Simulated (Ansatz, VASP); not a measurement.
**Al2Pt in VASP and in Ansatz**

INCAR

```
  PREC = Accurate
  ENCUT = 520
  EDIFF = 1E-6
  ISMEAR = 0
  SIGMA = 0.1
  LREAL = False
  LASPH = True
  NELM = 100
  ALGO = Normal
  ISIF = 2
  LWAVE = False
  LCHARG = False
  GGA = PE
  NBANDS = 15
```

File KPOINTS:

```
Automatic mesh
0
Gamma
  12 12 12
```

Contents of POSCAR:

```
Al2Pt
1.0
    0.0000000000      3.0691794673      3.0691794673
    3.0691794673      0.0000000000      3.0691794673
    3.0691794673      3.0691794673      0.0000000000
Al Pt
2 1
Direct
    0.2500000000      0.2500000000      0.2500000000
    0.7500000000      0.7500000000      0.7500000000
    0.0000000000      0.0000000000      0.0000000000
```

Input for Ansatz:

```yaml
crystal:
  lattice:
    - [0.0, 3.0691794673, 3.0691794673]
    - [3.0691794673, 0.0, 3.0691794673]
    - [3.0691794673, 3.0691794673, 0.0]
  atoms:
    - { symbol: Al, position: [0.25, 0.25, 0.25] }
    - { symbol: Al, position: [0.75, 0.75, 0.75] }
    - { symbol: Pt, position: [0.0, 0.0, 0.0] }
basis:
  ecutwfc: 420
kpoints:
  mp_grid: { grid: [12, 12, 12] }
hamiltonian:
  xc: pbe
scf:
  occupations: { method: gaussian, width: 0.1 }
output:
  forces: true
  stress: true
  eigenvalues: true
```

Alike in both runs: task single point; functional PBE; k mesh 12 × 12 × 12; occupations gaussian, width 0.1 eV; no spin polarisation.

|  | VASP | Ansatz |
| --- | --- | --- |
| version | VASP 6.6.1 | Ansatz 0.2.0 |
| potentials or method | VASP PAW PBE potentials, release 64 (Al, Pt), cutoff 520 eV | scalar-relativistic, plane waves, PAW |
| valence electrons in the cell | 16 | 24 |

|  | VASP | Ansatz | Ansatz less VASP |
| --- | --- | --- | --- |
| gap on the k mesh at the Fermi level (eV) | none | none | - |
| pressure (GPa) | -10.1 | -10.0 | +0.14 |

A gap of «none» marks a metal or a gap that the smearing closes. The functional is the same, so the differences come from potentials, cutoffs and numerics. VASP's potentials hold 16 valence electrons a cell and Ansatz's 24, so a difference there can come from the potentials and not from the codes.

Spin-orbit coupling is off throughout.
